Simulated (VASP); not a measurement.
Write the native input for VASP 6.6.1 that does the following.

| Quantity | Value |
| --- | --- |
| Task | relaxation of cell and atoms |
| Functional | PBE |
| Potentials or basis | VASP PAW PBE potentials, release 64 (Pt) |
| Cutoff | 600 eV |
| k mesh | 16 × 16 × 16 |
| Occupations | fermi-dirac, width 0.05 eV |
| Spin | no spin polarisation |
| Target pressure | -2.9 GPa |
| Dipole correction | no |
| Further INCAR settings | ALGO = Normal; EDIFF = 1e-06; IBRION = 2; EDIFFG = -0.005; NSW = 32; ISIF = 3 |

The structure of Pt lies in POSCAR:

```
Pt
1.0
   -2.5280555730      2.5280555730      1.3623100501
    2.5280555730     -2.5280555730      1.3623100501
    2.5280555730      2.5280555730     -1.3623100501
Pt
2
Direct
   -0.3750000000     -0.1250000000     -0.2500000000
    0.3750000000      0.1250000000      0.2500000000
```

These files were run (other wordings do the same):

INCAR

```
PREC = Accurate
ENCUT = 600
EDIFF = 1E-6
ISMEAR = -1
SIGMA = 0.05
LREAL = False
LASPH = True
NELM = 80
ALGO = Normal
ISIF = 3
LWAVE = False
LCHARG = False
GGA = PE
IBRION = 2
NSW = 32
EDIFFG = -0.005
PSTRESS = -29.0
```

KPOINTS

```
regular mesh
0
Gamma
  16 16 16
```

Potentials or basis: VASP PAW PBE potentials, release 64 (Pt).

The run is started by

```console
$ cat potpaw_PBE.64/Pt/POTCAR > POTCAR
$ mpirun -np 1 vasp_std > vasp.out
```

Results of the run:

- Relaxed volume: 17.37 Å³/atom
- Relaxed cell: a = 3.823 Å, b = 3.823 Å, c = 3.823 Å, α = 97.28°, β = 97.28°, γ = 138.28°
- Space group after relaxing (to 0.1 Å): I4_1/amd (No. 141)
- Energy change on relaxing (the run minimises the enthalpy): -0.8 meV/atom
- Ionic steps: 3
- Pressure after relaxing: -2.9 GPa
- Band gap on the k mesh: zero (bands 10 and 11 overlap by 1.54 eV)

Caveat: the cell is relaxed towards a set pressure, so the run minimises the enthalpy, not the energy; spin-orbit coupling is left out, which moves the levels of the heavy elements.

It took 3.8 min on 1 thread of Intel(R) Xeon(R) Platinum 8488C (Sapphire Rapids) (shared host), peak memory 0.33 GiB.
